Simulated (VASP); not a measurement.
# Ta (Im-3m) in VASP: notebook

Aim: see how the results for Ta move with the level of theory and the settings. Levels: PBE, PBE+D4. Tasks: single point, relaxation of cell and atoms.

Program: VASP 6.6.1. These are calculated values, not measurements. Logs are shortened: lines on timing, memory, paths and dates and some standing lists are left out, and cuts for length are marked.

## 1. The cell of the first run

It takes space group Im-3m (No. 229, cubic). Conventional cell: a = 3.319 Å, b = 3.319 Å, c = 3.319 Å, α = 90.00°, β = 90.00°, γ = 90.00°. Ta (site symmetry m-3m) has 14 Ta at 2.87 to 3.32 Å within 3.8 Å.

## 2. Single point, PBE

File INCAR:

```
  PREC = Accurate
  ENCUT = 520
  EDIFF = 1E-7
  ISMEAR = -1
  SIGMA = 0.05
  LREAL = False
  LASPH = True
  NELM = 100
  ALGO = Normal
  ISIF = 2
  LWAVE = False
  LCHARG = False
  GGA = PE
  NBANDS = 12
```

File KPOINTS:

```
regular mesh
0
Gamma
  14 14 14
```

File POSCAR:

```
Ta
1.0
   -1.6593975130      1.6593975130      1.6593975130
    1.6593975130     -1.6593975130      1.6593975130
    1.6593975130      1.6593975130     -1.6593975130
Ta
1
Direct
    0.0000000000      0.0000000000      0.0000000000
```

Potentials or basis: VASP PAW PBE potentials, release 64 (Ta_pv).

Command:

```console
$ cat potpaw_PBE.64/Ta_pv/POTCAR > POTCAR
$ mpirun -np 1 vasp_std > vasp.out
```

OUTCAR:

```text
PREC = Accurate
   ENCUT = 520
   EDIFF = 1E-7
   ISMEAR = -1
   LREAL = False
   LASPH = True
   NELM = 100
   ISIF = 2
   GGA = PE

 ion  position               nearest neighbor table
   1  0.000  0.000  0.000-

  LATTYP: Found a body centered cubic cell.
 ALAT       =     3.3187950260

  Lattice vectors:

 A1 = (  -1.6593975130,   1.6593975130,   1.6593975130)
 A2 = (   1.6593975130,  -1.6593975130,   1.6593975130)
 A3 = (   1.6593975130,   1.6593975130,  -1.6593975130)

Analysis of symmetry for initial positions (statically):
=====================================================================
 Subroutine PRICEL returns:
 Original cell was already a primitive cell.

 Routine SETGRP: Setting up the symmetry group for a
 body centered cubic supercell.

 Subroutine GETGRP returns: Found 48 space group operations
 (whereof 48 operations were pure point group operations)
 out of a pool of 48 trial point group operations.

The static configuration has the point symmetry O_h .

Analysis of symmetry for dynamics (positions and initial velocities):
=====================================================================
 Subroutine PRICEL returns:
 Original cell was already a primitive cell.

 Routine SETGRP: Setting up the symmetry group for a
 body centered cubic supercell.

 Subroutine GETGRP returns: Found 48 space group operations
 (whereof 48 operations were pure point group operations)
 out of a pool of 48 trial point group operations.

The dynamic configuration has the point symmetry O_h .

 Subroutine INISYM returns: Found 48 space group operations
 (whereof 48 operations are pure point group operations),
 and found     1 'primitive' translations

----------------------------------------------------------------------------------------

                                     Primitive cell

  volume of cell :      18.2773

  direct lattice vectors                    reciprocal lattice vectors
    -1.659397513  1.659397513  1.659397513     0.000000000  0.301314179  0.301314179
     1.659397513 -1.659397513  1.659397513     0.301314179  0.000000000  0.301314179
     1.659397513  1.659397513 -1.659397513     0.301314179  0.301314179  0.000000000

  length of vectors
     2.874160802  2.874160802  2.874160802     0.426122599  0.426122599  0.426122599

  position of ions in fractional coordinates (direct lattice)
     0.000000000  0.000000000  0.000000000

  ion indices of the primitive-cell ions
   primitive index   ion index
                 1           1

----------------------------------------------------------------------------------------

 KPOINTS: regular mesh

Automatic generation of k-mesh.
 Grid dimensions read from file:
 generate k-points for:   14   14   14

 Generating k-lattice:

  Cartesian coordinates                     Fractional coordinates (reciprocal lattice)
     0.000000000  0.021522441  0.021522441     0.071428571  0.000000000  0.000000000
     0.021522441  0.000000000  0.021522441     0.000000000  0.071428571  0.000000000
     0.021522441  0.021522441  0.000000000     0.000000000  0.000000000  0.071428571

  Length of vectors
     0.030437329  0.030437329  0.030437329

  Shift w.r.t. Gamma in fractional coordinates (k-lattice)
     0.000000000  0.000000000  0.000000000

 Subroutine IBZKPT returns following result:
 ===========================================

 Found    104 irreducible k-points:

 Following reciprocal coordinates:
            Coordinates               Weight
  0.000000  0.000000  0.000000      1.000000
  0.071429  0.000000  0.000000     12.000000
  0.142857  0.000000  0.000000     12.000000
  0.214286  0.000000  0.000000     12.000000
  0.285714  0.000000  0.000000     12.000000
  0.357143  0.000000  0.000000     12.000000
[... 16 lines left out ...]
  0.285714  0.285714  0.000000     24.000000
  0.357143  0.285714 -0.000000     24.000000
 [... further k-points ...]
   k-points           NKPTS =    104   k-points in BZ     NKDIM =    104   number of bands    NBANDS=     12
   number of dos      NEDOS =    301   number of ions     NIONS =      1
   total plane-waves  NPLWV =  13824
   dimension x,y,z NGX =    24 NGY =   24 NGZ =   24
   dimension x,y,z NGXF=    48 NGYF=   48 NGZF=   48
   ions per type =               1
   NGX,Y,Z   is equivalent  to a cutoff of  13.88, 13.88, 13.88 a.u.
   NGXF,Y,Z  is equivalent  to a cutoff of  27.76, 27.76, 27.76 a.u.
 SYSTEM =  unknown system
   PREC   = accura    normal or accurate (medium, high low for compatibility)
   ISTART =      0    job   : 0-new  1-cont  2-samecut
   ICHARG =      2    charge: 1-file 2-atom 10-const
   ISPIN  =      1    spin polarized calculation?
   LNONCOLLINEAR =      F non collinear calculations
   LSORBIT =      F    spin-orbit coupling
   LASPH  =      T    aspherical Exc in radial PAW
   ENCUT  =  520.0 eV  38.22 Ry    6.18 a.u.   5.34  5.34  5.34*2*pi/ulx,y,z
   NELM   =    100;   NELMIN=  2; NELMDL= -5     # of ELM steps
   EDIFF  = 0.1E-06   stopping-criterion for ELM
   LREAL  =      F    real-space projection
   EDIFFG = 0.1E-05   stopping-criterion for IOM
   NSW    =      0    number of steps for IOM
   IBRION =     -1    ionic relax: 0-MD 1-quasi-New 2-CG
   NFREE  =      0    steps in history (QN), initial steepest desc. (CG)
   ISIF   =      2    stress and relaxation
   ISYM   =      2    0-nonsym 1-usesym 2-fastsym
   POTIM  = 0.5000    time-step for ionic-motion
   TEBEG  =    0.0;   TEEND  =   0.0 temperature during run
   PSTRESS=    0.0 pullay stress
   NELECT =      11.0000    total number of electrons
   NUPDOWN=      -1.0000    fix difference up-down
   EMIN   =  10.00;   EMAX   =-10.00  energy-range for DOS
   EFERMI =   0.00;   METHOD = LEGACY
   ISMEAR =    -1;   SIGMA  =   0.05  broadening in eV -4-tet -1-fermi 0-gaus
   EFERMI_NEDOS =   21; number of points for ismear=-14 and -15
   IALGO  =     38    algorithm
   IMIX   =      4    mixing-type and parameters
     AMIX     =   0.40;   BMIX     =  1.00
     AMIX_MAG =   1.60;   BMIX_MAG =  1.00
  volume/ion in A,a.u.               =      18.28       123.34
  Fermi-wavevector in a.u.,A,eV,Ry     =   1.382193  2.611966 25.993345  1.910457
  Thomas-Fermi vector in A             =   2.506907
   LORBIT       =      0    0 simple, 1 ext, 2 COOP (PROOUT), +10 PAW based schemes
   GGA     = PE    functional components
   LHFCALC =     F    Hartree Fock is set to
   AEXX    =    0.0000 exact exchange contribution
   IVDW    =     0    specifies the selected vdW correction
   LEPSILON=     F    determine dielectric tensor
   LRPA    =     F    only Hartree local field effects (RPA)
 non-spin polarized calculation
  energy-cutoff  :      520.00
  volume of cell :       18.28
 maximum number of plane-waves:       531
 NGX is ok and might be reduce to    24
   NGX = 11   NGY = 11   NGZ = 11

 number of electron      11.0000001 magnetization

 Free energy of the ion-electron system (eV)
  ---------------------------------------------------
  ext. energy  EPLUGINS =         0.00000000
  ---------------------------------------------------
  free energy    TOTEN  =       -11.82333047 eV

  energy without entropy =      -11.81520349  energy(sigma->0) =      -11.81926698

 E-fermi :   5.3704     XC(G=0): -12.5434

 val. band max:        5.3639079178   @ k =   0.3571   0.1429   0.1429
 cond. band min:       5.3989474278   @ k =   0.0714   0.0714   0.0714
 fundamental gap:      0.0350395100
 Fermi energy:         5.3703567653

 k-point     1 :       0.0000    0.0000    0.0000
  band No.  band energies     occupation
      1     -27.7618      2.00000
      2     -27.7618      2.00000
      3     -27.7618      2.00000
      4      -2.4916      2.00000
      5       6.1023      0.00000
      6       6.1023      0.00000
      7       6.1023      0.00000
      8       9.3238      0.00000
      9       9.3238      0.00000
     10      20.0156      0.00000
     11      20.3099      0.00000
     12      20.3099      0.00000

 k-point     2 :       0.0714    0.0000    0.0000
  band No.  band energies     occupation
      1     -27.8219      2.00000
      2     -27.7804      2.00000
      3     -27.7621      2.00000
      4      -2.2681      2.00000
      5       5.9579      0.00002
      6       6.0583      0.00000
      7       6.3214      0.00000
      8       9.0963      0.00000
      9       9.3249      0.00000
     10      20.0154      0.00000
     11      20.5080      0.00000
     12      20.7025      0.00000

 k-point     3 :       0.1429    0.0000    0.0000
  band No.  band energies     occupation
      1     -27.9872      2.00000
      2     -27.8320      2.00000
      3     -27.7630      2.00000
      4      -1.6354      2.00000
      5       5.5797      0.02990
      6       5.8535      0.00013
      7       6.9674      0.00000
      8       8.7264      0.00000
      9       9.3470      0.00000
     10      20.0149      0.00000
     11      20.9197      0.00000
     12      21.8190      0.00000
[... 286 lines left out ...]
 k-point    23 :       0.2857    0.2857    0.0000
  band No.  band energies     occupation
      1     -28.6628      2.00000
      2     -28.3659      2.00000
      3     -27.8959      2.00000
      4       2.7110      2.00000
      5       3.9905      2.00000
      6       4.7940      1.99998
      7       9.3060      0.00000
      8      10.0663      0.00000
      9      14.8959      0.00000
     10      15.1792      0.00000
     11      19.0042      0.00000
     12      20.0203      0.00000

 k-point    24 :       0.3571    0.2857   -0.0000
  band No.  band energies     occupation
      1     -28.6200      2.00000
      2     -28.4492      2.00000
      3     -27.9018      2.00000
      4       2.8565      2.00000
      5       4.1302      2.00000
      6       4.6614      2.00000
      7       9.5313      0.00000
      8      10.0914      0.00000
      9      14.1434      0.00000
     10      16.2711      0.00000
     11      18.0468      0.00000
     12      20.0200      0.00000

 [... further k-points ...]

------------------------ aborting loop because EDIFF is reached ----------------------------------------

  FORCE on cell =-STRESS in cart. coord.  units (eV):
  Direction    XX          YY          ZZ          XY          YZ          ZX
  --------------------------------------------------------------------------------------
  -------------------------------------------------------------------------------------
  Total        0.0109988      0.0109988      0.0109988      0.0000000      0.0000000      0.0000000
  in kB        0.9641541      0.9641541      0.9641541      0.0000000      0.0000000      0.0000000
  external PRESSURE =       0.9641541 kB  Pullay stress =       0.0000000 kB

 VOLUME and BASIS-vectors are now :
 -----------------------------------------------------------------------------
  energy-cutoff  :      520.00
  volume of cell :       18.28
      direct lattice vectors                 reciprocal lattice vectors
    -1.659397513  1.659397513  1.659397513     0.000000000  0.301314179  0.301314179
     1.659397513 -1.659397513  1.659397513     0.301314179  0.000000000  0.301314179
     1.659397513  1.659397513 -1.659397513     0.301314179  0.301314179  0.000000000

 POSITION                                       TOTAL-FORCE (eV/Angst)
 -----------------------------------------------------------------------------------
      0.00000      0.00000      0.00000         0.000000     -0.000000      0.000000
 -----------------------------------------------------------------------------------
    total drift:                               -0.000000      0.000000      0.000000

  FREE ENERGIE OF THE ION-ELECTRON SYSTEM (eV)
  ---------------------------------------------------
  free  energy   TOTEN  =       -11.8233304730 eV

  energy  without entropy=      -11.8152034894  energy(sigma->0) =      -11.81926698
```

Wall time 18 s (1 thread of Intel Xeon 8259CL, shared host); peak memory 0.15 GiB.

Results:

| Property | Result |
| --- | --- |
| Free energy | -11.8233 eV |
| Pressure | 0.1 GPa |
| Band gap on the k mesh | zero (an odd number of electrons rules out a gap without spin polarisation) |

Caveat: spin-orbit coupling is left out, which moves the levels of the heavy elements.

## 3. Single point, PBE

File INCAR:

```
PREC = Accurate
ENCUT = 520
EDIFF = 1E-7
ISMEAR = -1
SIGMA = 0.05
LREAL = F
LASPH = T
NELM = 100
ALGO = Normal
ISIF = 2
LWAVE = F
LCHARG = T
GGA = PE
LELF = T
LVHAR = T
NBANDS = 12
```

File KPOINTS:

```
Automatic mesh
0
Gamma
  14 14 14
```

File POSCAR:

```
Ta
1.0
   -1.6593483732      1.6593483732      1.6593483732
    1.6593483732     -1.6593483732      1.6593483732
    1.6593483732      1.6593483732     -1.6593483732
Ta
1
Direct
    0.0000000000      0.0000000000      0.0000000000
```

Potentials or basis: VASP PAW PBE potentials, release 64 (Ta_pv).

Command:

```console
$ cat potpaw_PBE.64/Ta_pv/POTCAR > POTCAR
$ mpirun -np 1 vasp_std > vasp.out
```

It took 21 s on 1 thread of Intel Xeon 8259CL, shared host; peak memory 0.15 GiB.

The run converged. Its results:

```yaml
Free_energy: -11.8233 eV
Pressure: 0.1 GPa
Band_gap_on_the_k_mesh: zero (an odd number of electrons rules out a gap without spin polarisation)
```

Levels at points of the mesh, in eV from the Fermi level:
```tsv
k point	band 2	band 3	band 4	band 5	band 6	band 7	band 8	band 9
(0.00, 0.00, 0.00)	-33.13	-33.13	-7.86	0.73	0.73	0.73	3.95	3.95
(0.50, 0.00, 0.00)	-33.49	-33.14	-4.31	-1.50	1.52	3.83	4.84	7.65
(0.50, 0.50, 0.50)	-33.91	-33.91	-3.72	-3.72	6.72	6.72	6.72	8.52
```

Caveat: spin-orbit coupling is left out, which moves the levels of the heavy elements.

## 4. Single point, PBE+D4

This run uses another cell than the first one, of 18.03 Å³/atom.

File INCAR:

```
PREC = Accurate
ENCUT = 520
EDIFF = 1E-6
ISMEAR = -1
SIGMA = 0.05
LREAL = F
LASPH = T
NELM = 80
ALGO = Normal
ISIF = 2
LWAVE = F
LCHARG = F
GGA = PE
IVDW = 13
NBANDS = 12
```

File KPOINTS:

```
regular mesh
0
Gamma
  14 14 14
```

File POSCAR:

```
Ta
1.0
   -1.6519779495      1.6519779495      1.6519779495
    1.6519779495     -1.6519779495      1.6519779495
    1.6519779495      1.6519779495     -1.6519779495
Ta
1
Direct
    0.0000000000      0.0000000000      0.0000000000
```

Command:

```console
$ cat potpaw_PBE.64/Ta_pv/POTCAR > POTCAR
$ mpirun -np 1 vasp_std > vasp.out
```

Run time: 18 s. Hardware: 1 thread of Intel Xeon 8259CL, shared host; peak memory 0.15 GiB.

Results (log left out):

```yaml
Free_energy: -12.1399 eV
Pressure: 0.1 GPa
Band_gap_on_the_k_mesh: zero (an odd number of electrons rules out a gap without spin polarisation)
Dispersion_energy_per_atom: -0.319 eV
```

Levels at points of the mesh, in eV from the Fermi level:
| k point | band 1 | band 2 | band 3 | band 4 | band 5 | band 6 | band 7 | band 8 | band 9 | band 10 |
| --- | --- | --- | --- | --- | --- | --- | --- | --- | --- | --- |
| (0.00, 0.00, 0.00) | -33.07 | -33.07 | -33.07 | -7.91 | 0.74 | 0.74 | 0.74 | 4.01 | 4.01 | 14.70 |
| (0.50, 0.00, 0.00) | -34.24 | -33.45 | -33.08 | -4.37 | -1.53 | 1.59 | 3.89 | 4.91 | 7.79 | 11.71 |
| (0.50, 0.50, 0.50) | -33.89 | -33.89 | -33.89 | -3.79 | -3.79 | 6.83 | 6.83 | 6.83 | 8.65 | 8.65 |

Caveat: spin-orbit coupling is left out, which moves the levels of the heavy elements.

## 5. Relaxation of cell and atoms, PBE

This run uses another cell than the first one, of 18.01 Å³/atom.

File INCAR:

```
SYSTEM = Ta
ALGO     = Normal         ! electronic algorithm
EDIFF    = 1E-6           ! SCF threshold, eV
EDIFFG   = -0.005         ! ionic threshold
ENCUT    = 600            ! plane-wave cutoff, eV
GGA      = PE             ! functional
IBRION   = 2              ! ionic algorithm
ISIF     = 3              ! what is computed and relaxed
ISMEAR   = -1             ! smearing method
LASPH    = .TRUE.         ! aspherical terms in the spheres
LCHARG   = .FALSE.        ! write CHGCAR
LREAL    = .FALSE.        ! projectors in reciprocal space
LWAVE    = .FALSE.        ! write WAVECAR
NELM     = 100            ! most SCF steps
NSW      = 100            ! ionic steps
PREC     = Accurate       ! precision mode
SIGMA    = 0.05           ! smearing width, eV
```

File KPOINTS:

```
k-points
0
G
  14 14 14
  0 0 0
```

File POSCAR:

```
Ta
1.0
   -1.6512800000      1.6512800000      1.6512800000
    1.6512800000     -1.6512800000      1.6512800000
    1.6512800000      1.6512800000     -1.6512800000
Ta
1
Direct
    0.0000000000      0.0000000000      0.0000000000
```

Command:

```console
$ cat potpaw_PBE.64/Ta_pv/POTCAR > POTCAR
$ mpirun -np 1 vasp_std > vasp.out
```

It took 37 s on 1 thread of Intel Xeon 8259CL, shared host; peak memory 0.16 GiB.

It converged, with:

| Item | Value |
| --- | --- |
| Free energy | -11.8236 eV |
| Relaxed volume | 18.29 Å³/atom |
| Relaxed cell | a = 2.875 Å, b = 2.875 Å, c = 2.875 Å, α = 109.47°, β = 109.47°, γ = 109.47° |
| Space group after relaxing (to 0.1 Å) | Im-3m (No. 229) |
| Energy gained by relaxing | 2.7 meV/atom |
| Ionic steps | 3 |
| Pressure after relaxing | 0.0 GPa |
| Band gap on the k mesh | zero (an odd number of electrons rules out a gap without spin polarisation) |

Step by step:
```csv
step,energy change (eV),largest force (eV/Å),pressure (GPa),volume (Å³)
1,0.0000,0.0000,3.21,18.01
2,0.0123,0.0000,-6.86,18.97
3,-0.0027,0.0000,-0.02,18.29
```

Final structure:
```xyz
1
Lattice="-1.6598 1.6598 1.6598 1.6598 -1.6598 1.6598 1.6598 1.6598 -1.6598" Properties=species:S:1:pos:R:3 pbc="T T T"
Ta    0.0000    0.0000    0.0000
```

Levels at points of the mesh, in eV from the Fermi level:
```tsv
k point	band 3	band 4	band 5	band 6	band 7	band 8
(0.00, 0.00, 0.00)	-33.14	-7.86	0.73	0.73	0.73	3.95
(0.50, 0.00, 0.00)	-33.14	-4.31	-1.50	1.52	3.82	4.83
(0.50, 0.50, 0.50)	-33.91	-3.71	-3.71	6.71	6.71	6.71
```

Caveat: spin-orbit coupling is left out, which moves the levels of the heavy elements. Zero-point motion and thermal expansion aren't in these numbers.

(Part 1 of 2 ends here.)
